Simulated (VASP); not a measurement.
# C (C2/m) in VASP: notebook, part 2 of 2

VASP 6.6.1. The steps go on from the part before.

**5. Single point, PBE+D3(BJ) (atoms displaced along several vibrational modes)**

The input, INCAR:

```
SYSTEM = C
PREC     = Accurate       ! precision mode
ENCUT    = 520            ! plane-wave cutoff, eV
EDIFF    = 1E-7           ! SCF threshold, eV
ISMEAR   = 0              ! smearing method
SIGMA    = 0.05           ! smearing width, eV
LREAL    = .FALSE.        ! projectors in reciprocal space
LASPH    = .TRUE.         ! aspherical terms in the spheres
NELM     = 60             ! most SCF steps
ALGO     = Normal         ! electronic algorithm
ISIF     = 2              ! what is computed and relaxed
LWAVE    = .FALSE.        ! write WAVECAR
LCHARG   = .FALSE.        ! write CHGCAR
GGA      = PE             ! functional
IVDW     = 12             ! dispersion correction
NBANDS   = 11             ! bands
```

The input, KPOINTS:

```
Automatic mesh
0
G
  15 15 15
  0 0 0
```

The input, POSCAR:

```
C
1.0
    1.2324984681      0.7115833223      3.3613878357
   -1.2324984681      0.7115833223      3.3613878357
    0.0000000000     -1.4231666447      3.3613878357
C
2
Direct
    0.1865561731      0.1865561731      0.1549365450
    0.8134438269      0.8134438269      0.8450634550
```

Potentials or basis: VASP PAW PBE potentials, release 64 (C).

The run is started by

```
$ cat potpaw_PBE.64/C/POTCAR > POTCAR
$ mpirun -np 1 vasp_std > vasp.out
```

OUTCAR:

```text
SYSTEM = C
   PREC = Accurate
   ENCUT = 520
   EDIFF = 1E-7
   ISMEAR = 0
   LREAL = .FALSE.
   LASPH = .TRUE.
   NELM = 60
   ISIF = 2
   GGA = PE
   IVDW = 12
 IVDW          = 12

 ion  position               nearest neighbor table
   1  0.187  0.187  0.155-   2 1.39   2 1.39   2 1.52
   2  0.813  0.813  0.845-   1 1.39   1 1.39   1 1.52

  LATTYP: Found a trigonal (rhomboedric) cell.
 ALAT       =     3.6502508791
 COS(alpha) =     0.7719881893

  Lattice vectors:

 A1 = (   1.2324984681,   0.7115833223,   3.3613878357)
 A2 = (  -1.2324984681,   0.7115833223,   3.3613878357)
 A3 = (   0.0000000000,  -1.4231666447,   3.3613878357)

Analysis of symmetry for initial positions (statically):
=====================================================================
 Subroutine PRICEL returns:
 Original cell was already a primitive cell.

 Routine SETGRP: Setting up the symmetry group for a
 trigonal (rhombohedral) supercell.

 Subroutine GETGRP returns: Found  4 space group operations
 (whereof  4 operations were pure point group operations)
 out of a pool of 12 trial point group operations.

The static configuration has the point symmetry C_2h.

Analysis of symmetry for dynamics (positions and initial velocities):
=====================================================================
 Subroutine PRICEL returns:
 Original cell was already a primitive cell.

 Routine SETGRP: Setting up the symmetry group for a
 trigonal (rhombohedral) supercell.

 Subroutine GETGRP returns: Found  4 space group operations
 (whereof  4 operations were pure point group operations)
 out of a pool of 12 trial point group operations.

The dynamic configuration has the point symmetry C_2h.

 Subroutine INISYM returns: Found  4 space group operations
 (whereof  4 operations are pure point group operations),
 and found     1 'primitive' translations

[... 120 lines left out ...]
   LHFCALC =     F    Hartree Fock is set to
   AEXX    =    0.0000 exact exchange contribution
   IVDW    =    12    specifies the selected vdW correction
   LEPSILON=     F    determine dielectric tensor
   LRPA    =     F    only Hartree local field effects (RPA)
 non-spin polarized calculation
 Gauss-broadening in eV      SIGMA  =   0.05
  energy-cutoff  :      520.00
  volume of cell :       17.69
 maximum number of plane-waves:       490
   NGX = 13   NGY = 13   NGZ = 13

 number of electron       8.0000000 magnetization

 Free energy of the ion-electron system (eV)
  ---------------------------------------------------
  ext. energy  EPLUGINS =         0.00000000
  ---------------------------------------------------
  free energy    TOTEN  =       -17.93677641 eV

  energy without entropy =      -17.93677641  energy(sigma->0) =      -17.93677641

 E-fermi :   4.5653     XC(G=0): -10.3586

 val. band max:        4.2833775072   @ k =   0.2000  -0.1333  -0.4667
 cond. band min:       4.7821778493   @ k =   0.2000  -0.1333  -0.4667
 fundamental gap:      0.4988003421
 Fermi energy:         4.5652933972

 k-point     1 :       0.0000    0.0000    0.0000
  band No.  band energies     occupation
      1     -14.9187      2.00000
      2      -1.7947      2.00000
      3       0.6762      2.00000
      4       3.3275      2.00000
      5       8.1620      0.00000
      6      11.3030      0.00000
      7      14.7869      0.00000
      8      16.6618      0.00000
      9      17.2170      0.00000
     10      27.4033      0.00000
     11      29.9517      0.00000
[... 309 lines left out ...]
 k-point    24 :       0.2667    0.0667    0.0000
  band No.  band energies     occupation
      1     -13.5174      2.00000
      2      -2.5615      2.00000
      3      -0.5499      2.00000
      4       0.2969      2.00000
      5       9.5850      0.00000
      6      12.8390      0.00000
      7      13.5851      0.00000
      8      17.2313      0.00000
      9      20.1420      0.00000
     10      23.2591      0.00000
     11      27.4425      0.00000

 [... further k-points ...]

------------------------ aborting loop because EDIFF is reached ----------------------------------------

 Edisp (eV)   -0.31272

 E8    (eV) :    -0.0887

  FORCE on cell =-STRESS in cart. coord.  units (eV):
  Direction    XX          YY          ZZ          XY          YZ          ZX
  --------------------------------------------------------------------------------------
  -------------------------------------------------------------------------------------
  Total       1.28930    -0.23010    -0.55419     0.00000    -0.75807     0.00000
  in kB     116.78368   -20.84231   -50.19782     0.00000   -68.66570     0.00000
  external pressure =       15.25 kB  Pullay stress =        0.00 kB

 VOLUME and BASIS-vectors are now :
 -----------------------------------------------------------------------------
  energy-cutoff  :      520.00
  volume of cell :       17.69
      direct lattice vectors                 reciprocal lattice vectors
     1.232498468  0.711583322  3.361387836     0.405680017  0.234219467  0.099165389
    -1.232498468  0.711583322  3.361387836    -0.405680017  0.234219467  0.099165389
     0.000000000 -1.423166645  3.361387836     0.000000000 -0.468438935  0.099165389

 POSITION                                       TOTAL-FORCE (eV/Angst)
 -----------------------------------------------------------------------------------
      0.00000      0.04500      1.77498         0.000000     -4.000137     -3.013516
      0.00000     -0.04500      8.30919         0.000000      4.000137      3.013516
 -----------------------------------------------------------------------------------
    total drift:                                0.000000      0.000000     -0.000000

  FREE ENERGIE OF THE ION-ELECTRON SYSTEM (eV)
  ---------------------------------------------------
  free  energy   TOTEN  =       -18.2494970408 eV

  energy  without entropy=      -18.2494970408  energy(sigma->0) =      -18.24949704
```

OSZICAR:

```text
N       E                     dE             d eps       ncg     rms          rms(c)
DAV:   1     0.643750787937E+01    0.64375E+01   -0.45345E+03 20392   0.663E+02
DAV:   2    -0.184713169939E+02   -0.24909E+02   -0.23637E+02 25974   0.130E+02
DAV:   3    -0.190823997379E+02   -0.61108E+00   -0.60986E+00 24846   0.171E+01
DAV:   4    -0.190846647854E+02   -0.22650E-02   -0.22649E-02 23024   0.129E+00
DAV:   5    -0.190846734630E+02   -0.86776E-05   -0.86775E-05 25352   0.741E-02    0.623E+00
DAV:   6    -0.182088478950E+02    0.87583E+00   -0.76788E-01 22952   0.508E+00    0.362E+00
DAV:   7    -0.179338286206E+02    0.27502E+00   -0.85954E-01 23659   0.540E+00    0.102E+00
DAV:   8    -0.179368977657E+02   -0.30691E-02   -0.19158E-02 22231   0.905E-01    0.107E-01
DAV:   9    -0.179367146314E+02    0.18313E-03   -0.58650E-04 24008   0.157E-01    0.508E-02
DAV:  10    -0.179367734419E+02   -0.58810E-04   -0.94356E-05 22671   0.702E-02    0.221E-02
DAV:  11    -0.179367761777E+02   -0.27358E-05   -0.60949E-06 24121   0.162E-02    0.245E-03
DAV:  12    -0.179367763959E+02   -0.21818E-06   -0.46149E-07 22670   0.538E-03    0.632E-04
DAV:  13    -0.179367764085E+02   -0.12686E-07   -0.20511E-08 19730   0.111E-03
   1 F= -.18249497E+02 E0= -.18249497E+02  d E =-.225266E-12
```

Run time: 6.7 min. Hardware: 1 thread of Intel Xeon 8259CL, shared host; peak memory 0.28 GiB.

Results:

```yaml
Free_energy: -18.2495 eV
Pressure: 1.5 GPa
Largest_force: 5.008 eV/Å
Dispersion_energy_per_atom: -0.156 eV
```

Forces in eV/Å, atoms in the order of the input:
```
C    0.000 -4.000 -3.014
C    0.000  4.000  3.014
```

Caveat: the cell differs from its parent crystal (atoms displaced along several vibrational modes); the stress differs along the axes, from -5 to 12 GPa; forces of over 1 eV/Å act on the atoms, so gaps and moduli don't describe the material at rest.

**6. Summary**

```tsv
cell	pressure (GPa)	largest force (eV/Å)
as given, atomic positions A	1.8	3.08
as given, atomic positions B	-1.3	3.44
as given, atomic positions C	0.8	1.56
as given, atomic positions D	1.5	5.01
```

Alike in all rows: task single point; level PBE+D3(BJ); potentials or basis VASP PAW PBE potentials, release 64 (C); no spin polarisation; k mesh 15 × 15 × 15; cutoff (eV) 520; smearing gaussian 0.05 eV.

Caveats: forces of over 1 eV/Å act on the atoms, so gaps and moduli don't describe the material at rest; the stress differs along the axes, from -3 to 9 GPa (at least some runs); the stress differs along the axes, from -6 to 4 GPa (at least some runs); the stress differs along the axes, from -2 to 4 GPa (at least some runs); the stress differs along the axes, from -5 to 12 GPa (at least some runs).

Total energies depend on the potentials used, so only differences within one code and one set of settings carry meaning.
